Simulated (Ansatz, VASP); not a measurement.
## Two plane-wave programs on Cu

POSCAR

```
Cu
1.0
   -1.4135908418      1.4135908418      1.3482292359
    1.4135908418     -1.4135908418      1.3482292359
    1.4135908418      1.4135908418     -1.3482292359
Cu
1
Direct
    0.0000000000      0.0000000000      0.0000000000
```

The input INCAR.step1:

```
SYSTEM = Cu
ALGO = Normal
EDIFF = 1E-4
ENCUT = 520
GGA = PE
ISMEAR = -1
LASPH = .True.
LCHARG = .False.
LREAL = .False.
LWAVE = .True.
NBANDS = 12
NELM = 100
PREC = Accurate
SIGMA = 0.05
```

File INCAR.step2:

```
SYSTEM = Cu
ALGO = Normal
EDIFF = 1E-8
ENCUT = 520
ISIF = 2
ISMEAR = -1
ISTART = 1
LASPH = .True.
LCHARG = .False.
LEFG = .True.
LMIXTAU = .True.
LREAL = .False.
LWAVE = .False.
METAGGA = R2SCAN
NBANDS = 12
NELM = 100
PREC = Accurate
SIGMA = 0.05
```

Contents of KPOINTS:

```
k-points
0
Gamma
  18 18 18
  0 0 0
```

Input for Ansatz:

```yaml
crystal:
  lattice:
    - [-1.4135908418, 1.4135908418, 1.3482292359]
    - [1.4135908418, -1.4135908418, 1.3482292359]
    - [1.4135908418, 1.4135908418, -1.3482292359]
  atoms:
    - { symbol: Cu, position: [0.0, 0.0, 0.0] }
kpoints:
  mp_grid: { grid: [18, 18, 18] }
scf:
  occupations: { method: fermi_dirac, width: 0.05 }
hamiltonian:
  xc: r2scan
  pseudopotentials: { kind: paw }
output:
  forces: true
  stress: true
  eigenvalues: true
  efg: { contact_densities: true }
```

Change from the starting cell: volume scaled by 0.9405, PAW files.

Alike in both runs: task electric field gradients; functional r2SCAN; k mesh 18 × 18 × 18; occupations fermi-dirac, width 0.05 eV; no spin polarisation.

|  | VASP | Ansatz |
| --- | --- | --- |
| version | VASP 6.6.1 | Ansatz 0.2.0 |
| potentials or method | VASP PAW PBE potentials, release 64 (Cu) | PAW with Ansatz's default frozen-core files, scalar-relativistic |
| plane-wave cutoff (eV) | 520 | 500 |
| valence electrons in the cell | 11 | 19 |

|  | VASP | Ansatz | Ansatz less VASP |
| --- | --- | --- | --- |
| pressure (GPa) | 12.6 | 11.9 | -0.71 |
| size of Vzz on the site where it differs most (V/Å²) | 0.2 | 0.5 | +0.25 |

VASP's potentials were made for PBE, not for r2SCAN. VASP's potentials hold 11 valence electrons a cell and Ansatz's 19, so a difference there can come from the potentials and not from the codes.
